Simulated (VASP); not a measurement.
Wanted: the native input for a VASP 6.6.1 run.

```
Task                   : single point
Functional             : PBEsol
Potentials or basis    : VASP PAW PBE potentials, release 64 (Zr_sv, B)
Cutoff                 : 520 eV
k mesh                 : 18 × 18 × 18
Occupations            : gaussian, width 0.15 eV
Spin                   : no spin polarisation
Dipole correction      : no
Further INCAR settings : ALGO = Normal; EDIFF = 1e-07; NBANDS = 14
```

The structure of ZrB lies in POSCAR:

```
ZrB
1.0
    0.0000000000      2.2552500000      2.3947500000
    2.2552500000      0.0000000000      2.3947500000
    2.2552500000      2.2552500000      0.0000000000
Zr B
1 1
Direct
    0.0000000000      0.0000000000      0.0000000000
    0.5000000000      0.5000000000      0.5000000000
```

This cell differs from its parent crystal: strain -0.030 along x and y, +0.030 along z.

The input as run:

INCAR

```
PREC = Accurate
ENCUT = 520
EDIFF = 1E-7
ISMEAR = 0
SIGMA = 0.15
LREAL = F
LASPH = T
NELM = 80
ALGO = Normal
ISIF = 2
LWAVE = F
LCHARG = T
GGA = PS
LELF = T
LVHAR = T
NBANDS = 14
```

KPOINTS

```
regular mesh
0
Gamma
  18 18 18
```

Potentials or basis: VASP PAW PBE potentials, release 64 (Zr_sv, B).

The run is started by

```sh
$ cat potpaw_PBE.64/Zr_sv/POTCAR potpaw_PBE.64/B/POTCAR > POTCAR
$ mpirun -np 1 vasp_std > vasp.out
```

Results of the run:

The pressure is 39.7 GPa. The band gap on the k mesh is zero (an odd number of electrons rules out a gap without spin polarisation).

Caveat: the cell differs from its parent crystal (strain -0.030 along x and y, +0.030 along z); the stress differs along the axes, from 19 to 50 GPa; the PAW data sets were made with another functional, which shifts forces and pressure a little.

Run time: 3.8 min on 1 thread of AMD EPYC 7R13, on a shared host, peak memory 0.25 GiB.
